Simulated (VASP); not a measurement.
Set up this calculation in VASP 6.6.1, as the native input.

```yaml
Task: electric field gradients
Functional: LDA
Potentials_or_basis: VASP PAW LDA potentials, release 64 (Na_pv, H, F)
Cutoff: 520 eV
k_mesh: 10 × 10 × 10
Occupations: fermi-dirac, width 0.02 eV
Spin: no spin polarisation
Dipole_correction: no
Further_INCAR_settings: ALGO = Normal; EDIFF = 1e-08; NBANDS = 19
```

The structure of NaHF2 lies in POSCAR:

```
NaHF2
1.0
    1.7511905257      1.0110503214      4.6999154716
   -1.7511905257      1.0110503214      4.6999154716
    0.0000000000     -2.0221006429      4.6999154716
Na H F
1 1 2
Direct
    0.0000000000      0.0000000000      0.0000000000
    0.5000000000      0.5000000000      0.5000000000
    0.4100000000      0.4100000000      0.4100000000
    0.5900000000      0.5900000000      0.5900000000
```

One way to write it, as run:

INCAR

```
SYSTEM = NaHF2
PREC = Accurate ; ENCUT = 520
EDIFF = 1E-8 ; ISMEAR = -1
SIGMA = 0.02 ; LREAL = .FALSE.
LASPH = .TRUE. ; NELM = 80
ALGO = Normal ; ISIF = 2
LWAVE = .FALSE. ; LCHARG = .FALSE.
LEFG = .TRUE. ; NBANDS = 19
```

KPOINTS

```
Automatic mesh
0
G
  10 10 10
  0 0 0
```

Potentials or basis: VASP PAW LDA potentials, release 64 (Na_pv, H, F).

Run with:

```bash
$ cat potpaw_LDA.64/Na_pv/POTCAR potpaw_LDA.64/H/POTCAR potpaw_LDA.64/F/POTCAR > POTCAR
$ mpirun -np 1 vasp_std > vasp.out
```

It gave:

* Pressure: -8.3 GPa
* Largest force: 2.216 eV/Å
* Band gap on the k mesh: 6.18 eV (least direct gap 6.47 eV)
* Largest electric field gradient by atom: Na +7.8; H -1.7; F +120.8 V/Å²

Caveat: the cell stands under tension; without QUAD_EFG the Cq values of the log hold for a quadrupole moment of 1 mb, not for the nuclei; forces of over 1 eV/Å act on the atoms, so gaps and moduli don't describe the material at rest.

Run time: 2.6 min on 1 thread of Intel(R) Xeon(R) Platinum 8259CL CPU @ 2.50GHz (Skylake/Cascade Lake), with other jobs on the host, peak memory 0.25 GiB.
